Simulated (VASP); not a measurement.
Wanted: the native input for a VASP 6.6.1 run.

```yaml
Task: single point
Functional: PBE
Potentials_or_basis: VASP PAW PBE potentials, release 64 (Co, Si)
Cutoff: 520 eV
k_mesh: 11 × 11 × 6
Occupations: fermi-dirac, width 0.05 eV
Spin: no spin polarisation
Dipole_correction: no
Further_INCAR_settings: ALGO = Normal; EDIFF = 1e-06; NBANDS = 21
```

The structure of CoSi (NiAs type) lies in POSCAR:

```
CoSi
1.0
    3.2902073837      0.0000000000      0.0000000000
   -1.6451036919      2.8494031780      0.0000000000
    0.0000000000      0.0000000000      4.9544436941
Co Si
2 2
Direct
    0.0000000000      0.0000000000      0.0000000000
    0.0000000000      0.0000000000      0.5000000000
    0.3333333333      0.6666666667      0.2500000000
    0.6666666667      0.3333333333      0.7500000000
```

One way to write it, as run:

INCAR

```
PREC = Accurate ; ENCUT = 520
EDIFF = 1E-6 ; ISMEAR = -1
SIGMA = 0.05 ; LREAL = False
LASPH = True ; NELM = 80
ALGO = Normal ; ISIF = 2
LWAVE = False ; LCHARG = False
GGA = PE ; NBANDS = 21
```

KPOINTS

```
regular mesh
0
Gamma
  11 11 6
```

Potentials or basis: VASP PAW PBE potentials, release 64 (Co, Si).

The run is started by

```console
$ cat potpaw_PBE.64/Co/POTCAR potpaw_PBE.64/Si/POTCAR > POTCAR
$ mpirun -np 1 vasp_std > vasp.out
```

Results of the run:

- Pressure: 13.7 GPa
- Band gap on the k mesh: zero (bands 13 and 14 overlap by 3.48 eV)

Caveat: the cell stands under pressure; the run has no spin polarisation, though such a crystal can be magnetic.

It took 68 s on 1 thread of Intel Xeon 8259CL (shared host), peak memory 0.19 GiB.
